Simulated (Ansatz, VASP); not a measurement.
**Mo: VASP beside Ansatz**

```xyz
1
Lattice="0.0000 1.8463 2.4001 1.8463 0.0000 2.4001 1.8463 1.8463 0.0000" Properties=species:S:1:pos:R:3 pbc="T T T"
Mo    0.0000    0.0000    0.0000
```

Alike in both runs: task single point; functional PBE; k mesh 22 × 22 × 22; occupations gaussian, width 0.15 eV; no spin polarisation.

|  | VASP | Ansatz |
| --- | --- | --- |
| version | VASP 6.6.1 | Ansatz 0.2.0 |
| potentials or method | VASP PAW PBE potentials, release 64 (Mo_sv), cutoff 520 eV | scalar-relativistic, plane waves, PAW |
| valence electrons in the cell | 14 | 14 |

VASP gave:

| Quantity | Value |
| --- | --- |
| gap on the k mesh at the Fermi level (eV) | none |
| pressure (GPa) | -1.8 |
| traceless stress, the component that is largest in VASP (GPa) | -6.32 |

Question: What did Ansatz give for the same quantities?

Answer: gap on the k mesh at the Fermi level (eV): none; pressure (GPa): -2.2; traceless stress, the component that is largest in VASP (GPa): -6.22.

A gap of «none» marks a metal or a gap that the smearing closes. With one functional, cell and mesh, what is left measures potentials, basis and numerics.
